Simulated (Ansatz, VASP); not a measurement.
**BP in VASP and in Ansatz**

```xyz
2
Lattice="0.0000 2.1450 2.1450 2.1450 0.0000 2.1450 2.1450 2.1450 0.0000" Properties=species:S:1:pos:R:3 pbc="T T T"
B     0.0000    0.0000    0.0000
P     2.1450    2.1450    2.1450
```

Change from the starting cell: volume scaled by 1, crystal datasets.

Alike in both runs: task single point; functional PBEsol; k mesh 15 × 15 × 15; occupations fermi-dirac, width 0.1 eV; no spin polarisation.

|  | VASP | Ansatz |
| --- | --- | --- |
| version | VASP 6.6.1 | Ansatz 0.2.0 |
| potentials or method | VASP PAW PBE potentials, release 64 (B, P), cutoff 500 eV | all-electron PAW with datasets made for the crystal, scalar-relativistic |

VASP gave:

```
pressure (GPa) : 0.2
```

Task: Estimate Ansatz's values.

Result: Pressure (GPa): 0.0.

VASP's potentials were made for PBE, not for PBEsol. Ansatz ran all-electron here, and VASP with PAW potentials.
